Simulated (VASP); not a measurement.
Set up this calculation in VASP 6.6.1, as the native input.

```
Task                   : single point
Functional             : PBEsol
Potentials or basis    : VASP PAW PBE potentials, release 64 (Ti_sv, O)
Cutoff                 : 520 eV
k mesh                 : 24 × 24 × 12
Occupations            : gaussian, width 0.1 eV
Spin                   : no spin polarisation
Dipole correction      : no
Further INCAR settings : ALGO = Normal; EDIFF = 1e-07; NBANDS = 22
```

The structure of Ti2O lies in POSCAR:

```
Ti2O
1.0
    3.0415405386      0.0000000000      0.0000000000
   -1.5207702693      2.6340513730      0.0000000000
    0.0000000000      0.0000000000      4.8654456650
Ti O
2 1
Direct
    0.6666666667      0.3333333333      0.2588045440
    0.3333333333      0.6666666667      0.7411954560
    0.0000000000      0.0000000000      0.0000000000
```

This cell differs from its parent crystal: equal strain along all axes, cell held: +3.0 %, then relaxed in part.

One way to write it, as run:

INCAR

```
SYSTEM = Ti2O
ALGO = Normal ; EDIFF = 1E-7
ENCUT = 520 ; GGA = PS
ISIF = 2 ; ISMEAR = 0
LASPH = .TRUE. ; LCHARG = .FALSE.
LREAL = .FALSE. ; LWAVE = .FALSE.
NBANDS = 22 ; NELM = 60
PREC = Accurate ; SIGMA = 0.1
```

KPOINTS

```
k-points
0
G
  24 24 12
  0 0 0
```

Potentials or basis: VASP PAW PBE potentials, release 64 (Ti_sv, O).

Launch:

```console
$ cat potpaw_PBE.64/Ti_sv/POTCAR potpaw_PBE.64/O/POTCAR > POTCAR
$ mpirun -np 1 vasp_std > vasp.out
```

It gave:

* Pressure: -14.1 GPa
* Largest force: 0.033 eV/Å
* Band gap on the k mesh: zero (band 15 reaches 9.37 eV, above the bottom of band 16 at 8.69 eV)

Caveat: the cell differs from its parent crystal (equal strain along all axes, cell held: +3.0 %, then relaxed in part); the PAW data sets were made with another functional, which shifts forces and pressure a little.

Run time: 21 min on 1 thread of AMD EPYC 7R13 (shared host), peak memory 0.53 GiB.
